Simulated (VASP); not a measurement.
Runs of VASP 6.6.1 on PbS. The structure is that of space group Fm-3m (No. 225), or close to it. The cells are those of the table. 

```csv
task,level,spin,cell,k mesh,cutoff (eV),smearing,grid for exact exchange (PRECFOCK),share of exact exchange,screening parameter,gap on the mesh (eV),pressure (GPa)
single point,r2SCAN0,off,"a = 4.194 Å, angles 60.0°, 2 atoms",4 × 4 × 4,520,gaussian 0.01 eV,Normal,0.25,-,(c),0.7
single point,HSE06,off,"a = 4.194 Å, angles 60.0°, 2 atoms",4 × 4 × 4,520,gaussian 0.05 eV,Normal,0.25,0.2079 1/Å,(a),1.1
single point,r2SCAN+rVV10,off,"a = 4.201 Å, angles 60.0°, 2 atoms",8 × 8 × 8,520,gaussian 0.05 eV,-,-,-,(b),0.1
single point,HF,off,"a = 4.222 Å, angles 60.0°, 2 atoms",4 × 4 × 4,520,fermi-dirac 0.05 eV,Normal,1,-,5.60,5.9
single point,RPBE,off,"a = 4.109 Å, angles 60.0°, 2 atoms",8 × 8 × 8,520,fermi-dirac 0.05 eV,-,-,-,0.20,(d)
relaxation of cell and atoms,"b88 exchange, pbe correlation",off,"relaxed from a = 4.194 Å, angles 60.0°, 2 atoms",8 × 8 × 8,500,fermi-dirac 0.05 eV,-,-,-,0.49,0.0
single point,PBE,collinear,"a = 4.249 Å, angles 60.0°, 2 atoms",8 × 8 × 8,520,gaussian 0.02 eV,-,-,-,0.50,-0.1
single point,SVWN5,off,"a = 4.131 Å, angles 60.0°, 2 atoms",8 × 8 × 8,520,fermi-dirac 0.05 eV,-,-,-,0.07,0.0
```

Alike in all rows: potentials or basis VASP PAW PBE potentials, release 64 (Pb_d, S).

Q: Estimate the missing entries.

A: (a) 0.80; (b) 0.60; (c) 1.66; (d) 8.6.

Caveats: some runs use coarse meshes; spin-orbit coupling is left out, which moves the levels of the heavy elements; the PAW data sets were made with another functional, which shifts forces and pressure a little (at least some runs); the cell stands under pressure (at least some runs).

A k mesh can miss the band edges, and the runs leave out spin-orbit coupling on Pb.
